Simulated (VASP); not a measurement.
Pd, 1 atom in the cell. It takes space group Fm-3m (No. 225, cubic). Conventional cell: a = 3.840 Å, b = 3.840 Å, c = 3.840 Å, α = 90.00°, β = 90.00°, γ = 90.00°. Within 3.6 Å of Pd (site symmetry m-3m) lie 12 Pd at 2.72 Å. 

| Item | Value |
| --- | --- |
| Program | VASP 6.6.1 |
| Task | single point |
| Functional | r2SCAN |
| Dispersion | D4 |
| Potentials or basis | VASP PAW PBE potentials, release 64 (Pd_sv_GW) |
| Cutoff | 690 eV |
| k mesh | 12 × 12 × 12 |
| Occupations | fermi-dirac, width 0.05 eV |
| Spin | no spin polarisation |
| Dipole correction | no |
| Further INCAR settings | ALGO = Normal; EDIFF = 1e-06; NBANDS = 15 |

Potentials or basis: VASP PAW PBE potentials, release 64 (Pd_sv_GW).

Launch:

```console
$ cat potpaw_PBE.64/Pd_sv_GW/POTCAR > POTCAR
$ cp INCAR.step1 INCAR
$ mpirun -np 1 vasp_std > vasp.out
$ cp INCAR.step2 INCAR
$ mpirun -np 1 vasp_std > vasp.out
```

Hardware: 1 thread of Intel(R) Xeon(R) 6975P-C (Granite Rapids), with other jobs on the host.

Q: Estimate the wall time of this run.

A: Wall time 30 s on 1 thread of Intel(R) Xeon(R) 6975P-C (Granite Rapids) (shared host), peak memory 0.17 GiB. Counts: k points 72.
